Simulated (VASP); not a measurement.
# InPd (Pm-3m) in VASP: notebook

InPd is run at these levels: LDA; tasks: single point.

Everything below comes from runs of VASP 6.6.1. Logs are shortened: lines on timing, memory, paths and dates and some standing lists are left out, and cuts for length are marked.

## (1) The cell of the first run

It takes space group Pm-3m (No. 221, cubic). Conventional cell: a = 3.182 Å, b = 3.182 Å, c = 3.182 Å, α = 90.00°, β = 90.00°, γ = 90.00°. Within 3.6 Å of In (site symmetry m-3m) lie 8 Pd at 2.76 Å and 6 In at 3.18 Å. Pd (site symmetry m-3m) has 8 In at 2.76 Å and 6 Pd at 3.18 Å within 3.6 Å.

## (2) Single point, LDA

File INCAR:

```
SYSTEM = InPd
PREC = Accurate ; ENCUT = 520
EDIFF = 1E-7 ; ISMEAR = 1
SIGMA = 0.15 ; LREAL = .False.
LASPH = .True. ; NELM = 100
ALGO = Normal ; ISIF = 2
LWAVE = .False. ; LCHARG = .False.
NBANDS = 18
```

File KPOINTS:

```
regular mesh
0
Gamma
  9 9 9
  0 0 0
```

File POSCAR:

```
InPd
1.0
    3.1821987917      0.0000000000      0.0000000000
    0.0000000000      3.1821987917      0.0000000000
    0.0000000000      0.0000000000      3.1821987917
In Pd
1 1
Direct
    0.0000000000      0.0000000000      0.0000000000
    0.5000000000      0.5000000000      0.5000000000
```

Potentials or basis: VASP PAW LDA potentials, release 64 (In_d, Pd).

Run with:

```bash
$ cat potpaw_LDA.64/In_d/POTCAR potpaw_LDA.64/Pd/POTCAR > POTCAR
$ mpirun -np 1 vasp_std > vasp.out
```

OUTCAR:

```text
SYSTEM = InPd
   PREC = Accurate
   ENCUT = 520
   EDIFF = 1E-7
   ISMEAR = 1
   LREAL = .False.
   LASPH = .True.
   NELM = 100
   ISIF = 2

 ion  position               nearest neighbor table
   1  0.000  0.000  0.000-   2 2.76   2 2.76   2 2.76   2 2.76   2 2.76   2 2.76   2 2.76   2 2.76

   2  0.500  0.500  0.500-   1 2.76   1 2.76   1 2.76   1 2.76   1 2.76   1 2.76   1 2.76   1 2.76

  LATTYP: Found a simple cubic cell.
 ALAT       =     3.1821987917

  Lattice vectors:

 A1 = (   3.1821987917,   0.0000000000,   0.0000000000)
 A2 = (   0.0000000000,   3.1821987917,   0.0000000000)
 A3 = (   0.0000000000,   0.0000000000,   3.1821987917)

Analysis of symmetry for initial positions (statically):
=====================================================================
 Subroutine PRICEL returns:
 Original cell was already a primitive cell.

 Routine SETGRP: Setting up the symmetry group for a
 simple cubic supercell.

 Subroutine GETGRP returns: Found 48 space group operations
 (whereof 48 operations were pure point group operations)
 out of a pool of 48 trial point group operations.

The static configuration has the point symmetry O_h .

Analysis of symmetry for dynamics (positions and initial velocities):
=====================================================================
 Subroutine PRICEL returns:
 Original cell was already a primitive cell.

 Routine SETGRP: Setting up the symmetry group for a
 simple cubic supercell.

 Subroutine GETGRP returns: Found 48 space group operations
 (whereof 48 operations were pure point group operations)
 out of a pool of 48 trial point group operations.

The dynamic configuration has the point symmetry O_h .

 Subroutine INISYM returns: Found 48 space group operations
 (whereof 48 operations are pure point group operations),
 and found     1 'primitive' translations

----------------------------------------------------------------------------------------

                                     Primitive cell

  volume of cell :      32.2242

  direct lattice vectors                    reciprocal lattice vectors
     3.182198792  0.000000000  0.000000000     0.314248124  0.000000000  0.000000000
     0.000000000  3.182198792  0.000000000     0.000000000  0.314248124  0.000000000
     0.000000000  0.000000000  3.182198792     0.000000000  0.000000000  0.314248124

  length of vectors
     3.182198792  3.182198792  3.182198792     0.314248124  0.314248124  0.314248124

  position of ions in fractional coordinates (direct lattice)
     0.000000000  0.000000000  0.000000000
     0.500000000  0.500000000  0.500000000

  ion indices of the primitive-cell ions
   primitive index   ion index
                 1           1
                 2           2

----------------------------------------------------------------------------------------

 KPOINTS: regular mesh

Automatic generation of k-mesh.
 Grid dimensions read from file:
 generate k-points for:    9    9    9

 Generating k-lattice:

  Cartesian coordinates                     Fractional coordinates (reciprocal lattice)
     0.034916458  0.000000000  0.000000000     0.111111111  0.000000000  0.000000000
     0.000000000  0.034916458  0.000000000     0.000000000  0.111111111  0.000000000
     0.000000000  0.000000000  0.034916458     0.000000000  0.000000000  0.111111111

  Length of vectors
     0.034916458  0.034916458  0.034916458

  Shift w.r.t. Gamma in fractional coordinates (k-lattice)
     0.000000000  0.000000000  0.000000000

 Subroutine IBZKPT returns following result:
 ===========================================

 Found     35 irreducible k-points:

 Following reciprocal coordinates:
            Coordinates               Weight
  0.000000  0.000000  0.000000      1.000000
  0.111111  0.000000  0.000000      6.000000
  0.222222  0.000000  0.000000      6.000000
  0.333333  0.000000  0.000000      6.000000
  0.444444  0.000000  0.000000      6.000000
  0.111111  0.111111  0.000000     12.000000
[... 16 lines left out ...]
  0.333333  0.333333  0.111111     24.000000
  0.444444  0.333333  0.111111     48.000000
 [... further k-points ...]
   k-points           NKPTS =     35   k-points in BZ     NKDIM =     35   number of bands    NBANDS=     18
   number of dos      NEDOS =    301   number of ions     NIONS =      2
   total plane-waves  NPLWV =  13824
   dimension x,y,z NGX =    24 NGY =   24 NGZ =   24
   dimension x,y,z NGXF=    48 NGYF=   48 NGZF=   48
   ions per type =               1   1
   NGX,Y,Z   is equivalent  to a cutoff of  12.54, 12.54, 12.54 a.u.
   NGXF,Y,Z  is equivalent  to a cutoff of  25.08, 25.08, 25.08 a.u.
 SYSTEM =  InPd
   PREC   = accura    normal or accurate (medium, high low for compatibility)
   ISTART =      0    job   : 0-new  1-cont  2-samecut
   ICHARG =      2    charge: 1-file 2-atom 10-const
   ISPIN  =      1    spin polarized calculation?
   LNONCOLLINEAR =      F non collinear calculations
   LSORBIT =      F    spin-orbit coupling
   LASPH  =      T    aspherical Exc in radial PAW
   ENCUT  =  520.0 eV  38.22 Ry    6.18 a.u.   5.92  5.92  5.92*2*pi/ulx,y,z
   NELM   =    100;   NELMIN=  2; NELMDL= -5     # of ELM steps
   EDIFF  = 0.1E-06   stopping-criterion for ELM
   LREAL  =      F    real-space projection
   EDIFFG = 0.1E-05   stopping-criterion for IOM
   NSW    =      0    number of steps for IOM
   IBRION =     -1    ionic relax: 0-MD 1-quasi-New 2-CG
   NFREE  =      0    steps in history (QN), initial steepest desc. (CG)
   ISIF   =      2    stress and relaxation
   ISYM   =      2    0-nonsym 1-usesym 2-fastsym
   POTIM  = 0.5000    time-step for ionic-motion
   TEBEG  =    0.0;   TEEND  =   0.0 temperature during run
   PSTRESS=    0.0 pullay stress
   NELECT =      23.0000    total number of electrons
   NUPDOWN=      -1.0000    fix difference up-down
   EMIN   =  10.00;   EMAX   =-10.00  energy-range for DOS
   EFERMI =   0.00;   METHOD = LEGACY
   ISMEAR =     1;   SIGMA  =   0.15  broadening in eV -4-tet -1-fermi 0-gaus
   EFERMI_NEDOS =   21; number of points for ismear=-14 and -15
   IALGO  =     38    algorithm
   IMIX   =      4    mixing-type and parameters
     AMIX     =   0.40;   BMIX     =  1.00
     AMIX_MAG =   1.60;   BMIX_MAG =  1.00
  volume/ion in A,a.u.               =      16.11       108.73
  Fermi-wavevector in a.u.,A,eV,Ry     =   1.463042  2.764749 29.123162  2.140492
  Thomas-Fermi vector in A             =   2.579184
   LORBIT       =      0    0 simple, 1 ext, 2 COOP (PROOUT), +10 PAW based schemes
   GGA     = CA    functional components
   LHFCALC =     F    Hartree Fock is set to
   AEXX    =    0.0000 exact exchange contribution
   IVDW    =     0    specifies the selected vdW correction
   LEPSILON=     F    determine dielectric tensor
   LRPA    =     F    only Hartree local field effects (RPA)
 non-spin polarized calculation
 Methfessel and Paxton  Order N= 1 SIGMA  =   0.15
  energy-cutoff  :      520.00
  volume of cell :       32.22
 maximum number of plane-waves:       895
 NGX is ok and might be reduce to    24
   NGX = 11   NGY = 11   NGZ = 11

 number of electron      23.0000009 magnetization

 Free energy of the ion-electron system (eV)
  ---------------------------------------------------
  ext. energy  EPLUGINS =         0.00000000
  ---------------------------------------------------
  free energy    TOTEN  =       -10.76930335 eV

  energy without entropy =      -10.77158078  energy(sigma->0) =      -10.77006249

 E-fermi :  11.6692     XC(G=0): -13.0141

 val. band max:       11.5810372809   @ k =   0.3333   0.2222   0.0000
 cond. band min:      11.7317489457   @ k =   0.4444   0.4444   0.2222
 fundamental gap:      0.1507116648
 Fermi energy:        11.6692130440

 k-point     1 :       0.0000    0.0000    0.0000
  band No.  band energies     occupation
      1      -3.5399      2.00000
      2      -3.5399      2.00000
      3      -3.0144      2.00000
      4      -3.0144      2.00000
      5      -3.0144      2.00000
      6       0.7640      2.00000
[... 10 lines left out ...]
     17      22.8917      0.00000
     18      27.7840      0.00000

 k-point     2 :       0.1111    0.0000    0.0000
  band No.  band energies     occupation
      1      -3.5300      2.00000
      2      -3.4876      2.00000
      3      -3.0299      2.00000
      4      -3.0299      2.00000
      5      -3.0090      2.00000
      6       0.9747      2.00000
[... 10 lines left out ...]
     17      24.1153      0.00000
     18      27.4490      0.00000

 k-point     3 :       0.2222    0.0000    0.0000
  band No.  band energies     occupation
      1      -3.5050      2.00000
      2      -3.3561      2.00000
      3      -3.0689      2.00000
      4      -3.0689      2.00000
      5      -2.9953      2.00000
      6       1.6039      2.00000
[... 10 lines left out ...]
     17      26.8462      0.00000
     18      27.2856      0.00000

 k-point     4 :       0.3333    0.0000    0.0000
  band No.  band energies     occupation
      1      -3.4763      2.00000
      2      -3.2080      2.00000
      3      -3.1129      2.00000
      4      -3.1129      2.00000
      5      -2.9797      2.00000
      6       2.6334      2.00000
[... 10 lines left out ...]
     17      25.7839      0.00000
     18      25.7870      0.00000

 k-point     5 :       0.4444    0.0000    0.0000
  band No.  band energies     occupation
      1      -3.4574      2.00000
      2      -3.1414      2.00000
      3      -3.1414      2.00000
      4      -3.1122      2.00000
      5      -2.9695      2.00000
      6       3.9968      2.00000
[... 10 lines left out ...]
     17      23.5804      0.00000
     18      23.5805      0.00000

 k-point     6 :       0.1111    0.1111    0.0000
  band No.  band energies     occupation
      1      -3.5005      2.00000
      2      -3.4555      2.00000
      3      -3.0491      2.00000
      4      -3.0359      2.00000
      5      -3.0160      2.00000
      6       1.1842      2.00000
[... 10 lines left out ...]
     17      24.2199      0.00000
     18      26.8919      0.00000

 k-point     7 :       0.2222    0.1111    0.0000
  band No.  band energies     occupation
      1      -3.4700      2.00000
      2      -3.3304      2.00000
      3      -3.0968      2.00000
      4      -3.0727      2.00000
      5      -3.0119      2.00000
      6       1.8064      2.00000
[... 10 lines left out ...]
     17      25.4011      0.00000
     18      27.0092      0.00000

 k-point     8 :       0.3333    0.1111    0.0000
  band No.  band energies     occupation
      1      -3.4426      2.00000
      2      -3.1821      2.00000
      3      -3.1497      2.00000
      4      -3.1182      2.00000
      5      -3.0032      2.00000
      6       2.8156      2.00000
[... 10 lines left out ...]
     17      24.2921      0.00000
     18      25.9104      0.00000
[... 229 lines left out ...]
     17      24.8926      0.00000
     18      25.1442      0.00000

 k-point    20 :       0.2222    0.2222    0.1111
  band No.  band energies     occupation
      1      -3.3585      2.00000
      2      -3.2286      2.00000
      3      -3.1632      2.00000
      4      -3.1086      2.00000
      5      -3.0786      2.00000
      6       2.5733      2.00000
[... 10 lines left out ...]
     17      24.9181      0.00000
     18      25.7462      0.00000

 k-point    21 :       0.3333    0.2222    0.1111
  band No.  band energies     occupation
      1      -3.3270      2.00000
      2      -3.2394      2.00000
      3      -3.1557      2.00000
      4      -3.0914      2.00000
      5      -3.0841      2.00000
      6       3.4664      2.00000
[... 10 lines left out ...]
     17      24.6691      0.00000
     18      25.8191      0.00000

 k-point    22 :       0.4444    0.2222    0.1111
  band No.  band energies     occupation
      1      -3.3117      2.00000
      2      -3.2891      2.00000
      3      -3.1895      2.00000
      4      -3.0911      2.00000
      5      -2.9887      2.00000
      6       4.4826      2.00000
[... 10 lines left out ...]
     17      24.5298      0.00000
     18      26.3271      0.00000

 k-point    23 :       0.3333    0.3333    0.1111
  band No.  band energies     occupation
      1      -3.3321      2.00000
      2      -3.2792      2.00000
      3      -3.1735      2.00000
      4      -3.1479      2.00000
      5      -2.9599      2.00000
      6       4.1526      2.00000
[... 10 lines left out ...]
     17      23.7046      0.00000
     18      25.0627      0.00000

 k-point    24 :       0.4444    0.3333    0.1111
  band No.  band energies     occupation
      1      -3.3896      2.00000
      2      -3.2621      2.00000
      3      -3.2046      2.00000
      4      -3.1650      2.00000
      5      -2.8657      2.00000
      6       4.7689      2.00000
[... 10 lines left out ...]
     17      23.5224      0.00000
     18      25.4678      0.00000

 [... further k-points ...]

------------------------ aborting loop because EDIFF is reached ----------------------------------------

  FORCE on cell =-STRESS in cart. coord.  units (eV):
  Direction    XX          YY          ZZ          XY          YZ          ZX
  --------------------------------------------------------------------------------------
  -------------------------------------------------------------------------------------
  Total        1.1337095      1.1337095      1.1337095      0.0000000     -0.0000000      0.0000000
  in kB       56.3677187     56.3677187     56.3677187      0.0000000     -0.0000000      0.0000000
  external PRESSURE =      56.3677187 kB  Pullay stress =       0.0000000 kB

 VOLUME and BASIS-vectors are now :
 -----------------------------------------------------------------------------
  energy-cutoff  :      520.00
  volume of cell :       32.22
      direct lattice vectors                 reciprocal lattice vectors
     3.182198792  0.000000000  0.000000000     0.314248124  0.000000000  0.000000000
     0.000000000  3.182198792  0.000000000     0.000000000  0.314248124  0.000000000
     0.000000000  0.000000000  3.182198792     0.000000000  0.000000000  0.314248124

 POSITION                                       TOTAL-FORCE (eV/Angst)
 -----------------------------------------------------------------------------------
      0.00000      0.00000      0.00000         0.000000      0.000000      0.000000
      1.59110      1.59110      1.59110         0.000000      0.000000      0.000000
 -----------------------------------------------------------------------------------
    total drift:                                0.000000      0.000000     -0.000000

  FREE ENERGIE OF THE ION-ELECTRON SYSTEM (eV)
  ---------------------------------------------------
  free  energy   TOTEN  =       -10.7693033469 eV

  energy  without entropy=      -10.7715807795  energy(sigma->0) =      -10.77006249
```

It took 7.8 s on 1 thread of Intel Xeon 6975P-C, shared host; peak memory 0.14 GiB.

What came out:

```yaml
Free_energy: -10.7693 eV
Pressure: 5.6 GPa
```

Levels at points of the mesh, in eV from the Fermi level:
| k point | band 7 | band 8 | band 9 | band 10 | band 11 | band 12 | band 13 | band 14 | band 15 | band 16 |
| --- | --- | --- | --- | --- | --- | --- | --- | --- | --- | --- |
| (0.00, 0.00, 0.00) | -4.30 | -4.30 | -2.54 | -2.54 | -2.54 | 4.20 | 4.20 | 4.20 | 10.32 | 11.22 |

Caveat: spin-orbit coupling is left out, which moves the levels of the heavy elements.

(Part 1 of 2 ends here.)
